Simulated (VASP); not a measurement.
# TiW3 (P-6m2) in VASP: further runs

The runs below take TiW3 through single point, with PBE.

All numbers are computed with VASP 6.6.1; they aren't measurements. Logs are shortened: lines on timing, memory, paths and dates and some standing lists are left out, and cuts for length are marked.

## 1. The cell of the first run

It takes space group P-6m2 (No. 187, hexagonal). Conventional cell: a = 2.869 Å, b = 2.869 Å, c = 9.296 Å, α = 90.00°, β = 90.00°, γ = 120.00°. Ti (site symmetry -6m2) has 6 W at 2.85 Å and 6 Ti at 2.87 Å within 3.8 Å. Within 3.8 Å of W (site symmetry -6m2) lie 12 W at 2.85 to 2.87 Å. Within 3.8 Å of W (site symmetry 3m) lie 3 Ti at 2.85 Å and 9 W at 2.85 to 2.87 Å.

## 2. Single point, PBE

INCAR reads:

```
PREC     = Accurate       # precision mode
ENCUT    = 520            # plane-wave cutoff, eV
EDIFF    = 1E-7           # SCF threshold, eV
ISMEAR   = 0              # smearing method
SIGMA    = 0.1            # smearing width, eV
LREAL    = F              # projectors in reciprocal space
LASPH    = T              # aspherical terms in the spheres
NELM     = 100            # most SCF steps
ALGO     = Normal         # electronic algorithm
ISIF     = 2              # what is computed and relaxed
LWAVE    = F              # write WAVECAR
LCHARG   = F              # write CHGCAR
GGA      = PE             # functional
NBANDS   = 35             # bands
```

KPOINTS reads:

```
regular mesh
0
Gamma
  6 6 2
```

POSCAR reads:

```
TiW3
1.0
    2.8686844600      0.0000000000      0.0000000000
   -1.4343422300      2.4843536200      0.0000000000
    0.0000000000      0.0000000000      9.2959114700
Ti W
1 3
Direct
    0.3333333300      0.6666666700      0.5000000000
    0.3333333300      0.6666666700      0.0000000000
    0.6666666700      0.3333333300      0.2500000000
    0.6666666700      0.3333333300      0.7500000000
```

Potentials or basis: VASP PAW PBE potentials, release 64 (Ti_sv, W_sv).

Run with:

```
> cat potpaw_PBE.64/Ti_sv/POTCAR potpaw_PBE.64/W_sv/POTCAR > POTCAR
> mpirun -np 1 vasp_std > vasp.out
```

OUTCAR:

```text
PREC = Accurate
   ENCUT = 520
   EDIFF = 1E-7
   ISMEAR = 0
   LREAL = F
   LASPH = T
   NELM = 100
   ISIF = 2
   GGA = PE

 ion  position               nearest neighbor table
   1  0.333  0.667  0.500-   3 2.85   4 2.85   3 2.85   4 2.85   3 2.85   4 2.85
   2  0.333  0.667  0.000-   3 2.85   4 2.85   3 2.85   4 2.85   3 2.85   4 2.85
   3  0.667  0.333  0.250-   1 2.85   2 2.85   1 2.85   2 2.85   1 2.85   2 2.85
   4  0.667  0.333  0.750-   1 2.85   2 2.85   1 2.85   2 2.85   1 2.85   2 2.85

  LATTYP: Found a hexagonal cell.
 ALAT       =     2.8686844600
 C/A-ratio  =     3.2404789023

  Lattice vectors:

 A1 = (   2.8686844600,   0.0000000000,   0.0000000000)
 A2 = (  -1.4343422300,   2.4843536200,   0.0000000000)
 A3 = (   0.0000000000,   0.0000000000,   9.2959114700)

Analysis of symmetry for initial positions (statically):
=====================================================================
 Subroutine PRICEL returns:
 Original cell was already a primitive cell.

 Routine SETGRP: Setting up the symmetry group for a
 hexagonal supercell.

 Subroutine GETGRP returns: Found 12 space group operations
 (whereof 12 operations were pure point group operations)
 out of a pool of 24 trial point group operations.

The static configuration has the point symmetry D_3h.

Analysis of symmetry for dynamics (positions and initial velocities):
=====================================================================
 Subroutine PRICEL returns:
 Original cell was already a primitive cell.

 Routine SETGRP: Setting up the symmetry group for a
 hexagonal supercell.

 Subroutine GETGRP returns: Found 12 space group operations
 (whereof 12 operations were pure point group operations)
 out of a pool of 24 trial point group operations.

The dynamic configuration has the point symmetry D_3h.

 Subroutine INISYM returns: Found 12 space group operations
 (whereof 12 operations are pure point group operations),
 and found     1 'primitive' translations

----------------------------------------------------------------------------------------

                                     Primitive cell

  volume of cell :      66.2503
[... 76 lines left out ...]
   ISPIN  =      1    spin polarized calculation?
   LNONCOLLINEAR =      F non collinear calculations
   LSORBIT =      F    spin-orbit coupling
   LASPH  =      T    aspherical Exc in radial PAW
   ENCUT  =  520.0 eV  38.22 Ry    6.18 a.u.   5.33  5.33 17.28*2*pi/ulx,y,z
   NELM   =    100;   NELMIN=  2; NELMDL= -5     # of ELM steps
   EDIFF  = 0.1E-06   stopping-criterion for ELM
   LREAL  =      F    real-space projection
   EDIFFG = 0.1E-05   stopping-criterion for IOM
   NSW    =      0    number of steps for IOM
   IBRION =     -1    ionic relax: 0-MD 1-quasi-New 2-CG
   NFREE  =      0    steps in history (QN), initial steepest desc. (CG)
   ISIF   =      2    stress and relaxation
   ISYM   =      2    0-nonsym 1-usesym 2-fastsym
   POTIM  = 0.5000    time-step for ionic-motion
   TEBEG  =    0.0;   TEEND  =   0.0 temperature during run
   PSTRESS=    0.0 pullay stress
   NELECT =      54.0000    total number of electrons
   NUPDOWN=      -1.0000    fix difference up-down
   EMIN   =  10.00;   EMAX   =-10.00  energy-range for DOS
   EFERMI =   0.00;   METHOD = LEGACY
   ISMEAR =     0;   SIGMA  =   0.10  broadening in eV -4-tet -1-fermi 0-gaus
   EFERMI_NEDOS =   21; number of points for ismear=-14 and -15
   IALGO  =     38    algorithm
   IMIX   =      4    mixing-type and parameters
     AMIX     =   0.40;   BMIX     =  1.00
     AMIX_MAG =   1.60;   BMIX_MAG =  1.00
  volume/ion in A,a.u.               =      16.56       111.77
  Fermi-wavevector in a.u.,A,eV,Ry     =   1.529244  2.889852 31.818397  2.338586
  Thomas-Fermi vector in A             =   2.636891
   LORBIT       =      0    0 simple, 1 ext, 2 COOP (PROOUT), +10 PAW based schemes
   GGA     = PE    functional components
   LHFCALC =     F    Hartree Fock is set to
   AEXX    =    0.0000 exact exchange contribution
   IVDW    =     0    specifies the selected vdW correction
   LEPSILON=     F    determine dielectric tensor
   LRPA    =     F    only Hartree local field effects (RPA)
 non-spin polarized calculation
 Gauss-broadening in eV      SIGMA  =   0.10
  energy-cutoff  :      520.00
  volume of cell :       66.25
 maximum number of plane-waves:      1811
 NGX is ok and might be reduce to    24
   NGX = 11   NGY = 11   NGZ = 35

 number of electron      53.9999990 magnetization

 Free energy of the ion-electron system (eV)
  ---------------------------------------------------
  ext. energy  EPLUGINS =         0.00000000
  ---------------------------------------------------
  free energy    TOTEN  =       -44.88124374 eV

  energy without entropy =      -44.84632351  energy(sigma->0) =      -44.86378363

 E-fermi :   9.9972     XC(G=0): -12.9745

 val. band max:        9.9795472919   @ k =   0.1667   0.1667   0.0000
 cond. band min:      10.0226008896   @ k =   0.3333   0.0000   0.5000
 fundamental gap:      0.0430535977
 Fermi energy:         9.9971869801

 k-point     1 :       0.0000    0.0000    0.0000
  band No.  band energies     occupation
      1     -63.7348      2.00000
      2     -63.6450      2.00000
      3     -63.6295      2.00000
      4     -46.6907      2.00000
      5     -28.3180      2.00000
      6     -27.8971      2.00000
[... 521 lines left out ...]
     34      13.9176      0.00000
     35      13.9526      0.00000

------------------------ aborting loop because EDIFF is reached ----------------------------------------

  FORCE on cell =-STRESS in cart. coord.  units (eV):
  Direction    XX          YY          ZZ          XY          YZ          ZX
  --------------------------------------------------------------------------------------
  -------------------------------------------------------------------------------------
  Total       -1.5365376     -1.5365376      3.4087597      0.0000000     -0.0000000     -0.0000000
  in kB      -37.1591361    -37.1591362     82.4363590      0.0000000     -0.0000000     -0.0000000
  external PRESSURE =       2.7060289 kB  Pullay stress =       0.0000000 kB

 VOLUME and BASIS-vectors are now :
 -----------------------------------------------------------------------------
  energy-cutoff  :      520.00
  volume of cell :       66.25
      direct lattice vectors                 reciprocal lattice vectors
     2.868684460  0.000000000  0.000000000     0.348591842  0.201259594  0.000000000
    -1.434342230  2.484353620  0.000000000     0.000000000  0.402519187  0.000000000
     0.000000000  0.000000000  9.295911470     0.000000000  0.000000000  0.107574174

 POSITION                                       TOTAL-FORCE (eV/Angst)
 -----------------------------------------------------------------------------------
     -0.00000      1.65624      4.64796         0.000000      0.000000      0.000000
     -0.00000      1.65624      0.00000        -0.000000      0.000000      0.000000
      1.43434      0.82812      2.32398        -0.000000     -0.000000      0.271603
      1.43434      0.82812      6.97193        -0.000000     -0.000000     -0.271603
 -----------------------------------------------------------------------------------
    total drift:                                0.000013     -0.000008      0.000000

  FREE ENERGIE OF THE ION-ELECTRON SYSTEM (eV)
  ---------------------------------------------------
  free  energy   TOTEN  =       -44.8812437392 eV

  energy  without entropy=      -44.8463235118  energy(sigma->0) =      -44.86378363
```

OSZICAR:

```text
N       E                     dE             d eps       ncg     rms          rms(c)
DAV:   1     0.717804186448E+03    0.71780E+03   -0.30950E+04   980   0.186E+03
DAV:   2     0.313712575562E+01   -0.71467E+03   -0.70134E+03   997   0.584E+02
DAV:   3    -0.447711444385E+02   -0.47908E+02   -0.45781E+02  1470   0.139E+02
DAV:   4    -0.477163542750E+02   -0.29452E+01   -0.28657E+01  1272   0.256E+01
[... 10 lines left out ...]
DAV:  15    -0.448812576603E+02    0.28538E-04   -0.76772E-05  1410   0.665E-02    0.366E-02
DAV:  16    -0.448812447331E+02    0.12927E-04   -0.46111E-05  1324   0.382E-02    0.124E-02
DAV:  17    -0.448812439258E+02    0.80727E-06   -0.49530E-06  1512   0.119E-02    0.712E-03
DAV:  18    -0.448812436663E+02    0.25952E-06   -0.10657E-06  1280   0.595E-03    0.237E-03
DAV:  19    -0.448812437392E+02   -0.72855E-07   -0.24202E-07   989   0.254E-03
   1 F= -.44881244E+02 E0= -.44863784E+02  d E =-.349202E-01
```

stdout:

```text
POSCAR found type information on POSCAR TiW
 POSCAR found :  2 types and       4 ions
 scaLAPACK will be used
 LDA part: xc-table for (Slater+PW92), standard interpolation
 POSCAR, INCAR and KPOINTS ok, starting setup
 FFT: planning ... GRIDC
 FFT: planning ... GRID_SOFT
 FFT: planning ... GRID
 WAVECAR not read
 entering main loop
```

Wall time 48 s (1 thread of Intel Xeon Platinum 8488C (Sapphire Rapids), shared host); peak memory 0.2 GiB.

What came out:

```
Free energy            : -44.8812 eV
Pressure               : 0.3 GPa
Largest force          : 0.272 eV/Å
Band gap on the k mesh : zero (band 27 reaches 10.58 eV, above the bottom of band 28 at 9.56 eV)
```

Forces on the atoms (eV/Å):
```
Ti   0.000  0.000  0.000
W    0.000  0.000  0.000
W    0.000  0.000  0.272
W    0.000  0.000 -0.272
```

Stress tensor (GPa, compression positive):
```
-3.72  0.00  0.00
 0.00 -3.72  0.00
 0.00  0.00  8.24
```

Caveat: the k points lie up to 0.42 Å⁻¹ apart; spin-orbit coupling is left out, which moves the levels of the heavy elements.

## 3. Single point, PBE, collinear spin, ferromagnetic start

INCAR reads:

```
SYSTEM = TiW3
  ALGO = Fast
  EDIFF = 1E-6
  ENCUT = 520
  GGA = PE
  ISIF = 2
  ISMEAR = 0
  ISPIN = 2
  LASPH = .True.
  LCHARG = .True.
  LELF = .True.
  LMAXMIX = 4
  LORBIT = 11
  LREAL = .False.
  LVHAR = .True.
  LWAVE = .False.
  MAGMOM = 1 0 0 0
  NBANDS = 39
  NELM = 150
  PREC = Accurate
  SIGMA = 0.1
```

KPOINTS reads:

```
k-points
0
Gamma
  6 6 2
  0 0 0
```

POSCAR is that of step 2.

Potentials or basis: VASP PAW PBE potentials, release 64 (Ti_sv, W_sv).

Run with:

```
> cat potpaw_PBE.64/Ti_sv/POTCAR potpaw_PBE.64/W_sv/POTCAR > POTCAR
> mpirun -np 1 vasp_std > vasp.out
```

OUTCAR:

```text
SYSTEM = TiW3
   EDIFF = 1E-6
   ENCUT = 520
   GGA = PE
   ISIF = 2
   ISMEAR = 0
   ISPIN = 2
   LASPH = .True.
   LORBIT = 11
   LREAL = .False.
   NELM = 150
   PREC = Accurate

 ion  position               nearest neighbor table
   1  0.333  0.667  0.500-   3 2.85   4 2.85   3 2.85   4 2.85   3 2.85   4 2.85
   2  0.333  0.667  0.000-   3 2.85   4 2.85   3 2.85   4 2.85   3 2.85   4 2.85
   3  0.667  0.333  0.250-   1 2.85   2 2.85   1 2.85   2 2.85   1 2.85   2 2.85
   4  0.667  0.333  0.750-   1 2.85   2 2.85   1 2.85   2 2.85   1 2.85   2 2.85

  LATTYP: Found a hexagonal cell.
 ALAT       =     2.8686844600
[... 1394 lines left out ...]
     2.868684460  0.000000000  0.000000000     0.348591842  0.201259594  0.000000000
    -1.434342230  2.484353620  0.000000000     0.000000000  0.402519187  0.000000000
     0.000000000  0.000000000  9.295911470     0.000000000  0.000000000  0.107574174

 POSITION                                       TOTAL-FORCE (eV/Angst)
 -----------------------------------------------------------------------------------
     -0.00000      1.65624      4.64796         0.000000     -0.000000     -0.000000
     -0.00000      1.65624      0.00000        -0.000000      0.000000     -0.000000
      1.43434      0.82812      2.32398        -0.000000      0.000000      0.275345
      1.43434      0.82812      6.97193        -0.000000      0.000000     -0.275345
 -----------------------------------------------------------------------------------
    total drift:                                0.000013     -0.000007      0.000000

  FREE ENERGIE OF THE ION-ELECTRON SYSTEM (eV)
  ---------------------------------------------------
  free  energy   TOTEN  =       -44.8812414535 eV

  energy  without entropy=      -44.8463099366  energy(sigma->0) =      -44.86377570

 total charge

# of ion       s       p       d       tot
------------------------------------------
    1        2.252   6.165   1.899  10.316
    2        2.400   6.299   3.312  12.011
    3        2.411   6.285   3.303  11.999
    4        2.411   6.285   3.303  11.999
--------------------------------------------------
tot          9.474  25.034  11.818  46.326

 magnetization (x)

# of ion       s       p       d       tot
------------------------------------------
    1        0.000   0.000   0.001   0.001
    2        0.000   0.000   0.000   0.000
    3       -0.000   0.000  -0.000  -0.000
    4       -0.000   0.000  -0.000  -0.000
--------------------------------------------------
tot          0.000   0.000   0.001   0.001
```

OSZICAR:

```text
N       E                     dE             d eps       ncg     rms          rms(c)
DAV:   1     0.714932421299E+03    0.71493E+03   -0.29489E+04  2184   0.166E+03
DAV:   2     0.173326366054E+01   -0.71320E+03   -0.69313E+03  2219   0.539E+02
DAV:   3    -0.450241620184E+02   -0.46757E+02   -0.44531E+02  3164   0.131E+02
[... 24 lines left out ...]
RMM:  28    -0.448812345829E+02   -0.29818E-05   -0.33200E-05  1917   0.173E-02    0.360E-02
RMM:  29    -0.448812362195E+02   -0.16366E-05   -0.22222E-05  1917   0.156E-02    0.335E-02
RMM:  30    -0.448812385893E+02   -0.23698E-05   -0.20485E-05  2208   0.158E-02    0.390E-02
RMM:  31    -0.448812403362E+02   -0.17469E-05   -0.14881E-05  2079   0.146E-02    0.435E-02
RMM:  32    -0.448812410798E+02   -0.74362E-06   -0.11785E-05  1788   0.123E-02    0.424E-02
RMM:  33    -0.448812414535E+02   -0.37364E-06   -0.88614E-06  1798   0.117E-02
   1 F= -.44881241E+02 E0= -.44863776E+02  d E =-.349315E-01  mag=     0.0014
```

stdout:

```text
POSCAR found type information on POSCAR TiW
 POSCAR found :  2 types and       4 ions
 scaLAPACK will be used
 LDA part: xc-table for (Slater+PW92), standard interpolation
 POSCAR, INCAR and KPOINTS ok, starting setup
 FFT: planning ... GRIDC
 FFT: planning ... GRID_SOFT
 FFT: planning ... GRID
 WAVECAR not read
 entering main loop
WARNING in EDDRMM: call to ZHEGV failed, returncode =   8  4     36
WARNING in EDDRMM: call to ZHEGV failed, returncode =   8  4     16
WARNING in EDDRMM: call to ZHEGV failed, returncode =   6  3     20
WARNING in EDDRMM: call to ZHEGV failed, returncode =   6  3     31
```

Wall time 3.9 min (1 thread of Intel Xeon Platinum 8488C (Sapphire Rapids), shared host); peak memory 0.25 GiB.

What came out:

```
Free energy                                           : -44.8812 eV
Pressure                                              : 0.2 GPa
Largest force                                         : 0.275 eV/Å
Band gap on the k mesh                                : zero (filled and empty bands overlap)
Net moment                                            : 0.00 μB per cell
Valence electrons inside the program's atomic spheres : Ti 10.32; W 12.01, 12.00
```

Forces in eV/Å, atoms in the order of the input:
```
Ti   0.000  0.000  0.000
W    0.000  0.000  0.000
W    0.000  0.000  0.275
W    0.000  0.000 -0.275
```

Stress tensor (GPa, compression positive):
```
-3.77  0.00  0.00
 0.00 -3.77  0.00
 0.00  0.00  8.15
```

Levels at points of the mesh, in eV from the Fermi level:
Spin up:
```
           k point  band 24  band 25  band 26  band 27  band 28  band 29  band 30  band 31
(0.00, 0.00, 0.00)    -0.62    -0.50    -0.50    -0.05    -0.05     0.22     0.68     0.90
(0.50, 0.00, 0.00)    -1.03    -0.51    -0.09     0.58     1.27     1.32     1.42     1.66
(0.00, 0.00, 0.50)    -0.60    -0.53    -0.45    -0.45    -0.05    -0.05     0.27     0.77
(0.50, 0.00, 0.50)    -1.86    -0.26     0.10     0.40     0.63     1.33     1.43     3.28
```
Spin down:
```
           k point  band 25  band 26  band 27  band 28  band 29  band 30
(0.00, 0.00, 0.00)    -0.50    -0.50    -0.05    -0.05     0.22     0.68
(0.50, 0.00, 0.00)    -0.51    -0.09     0.58     1.27     1.32     1.42
(0.00, 0.00, 0.50)    -0.53    -0.45    -0.45    -0.05    -0.05     0.27
(0.50, 0.00, 0.50)    -0.26     0.10     0.40     0.63     1.33     1.43
```

Caveat: the k points lie up to 0.42 Å⁻¹ apart; spin-orbit coupling is left out, which moves the levels of the heavy elements.

(Part 1 of 2 ends here.)
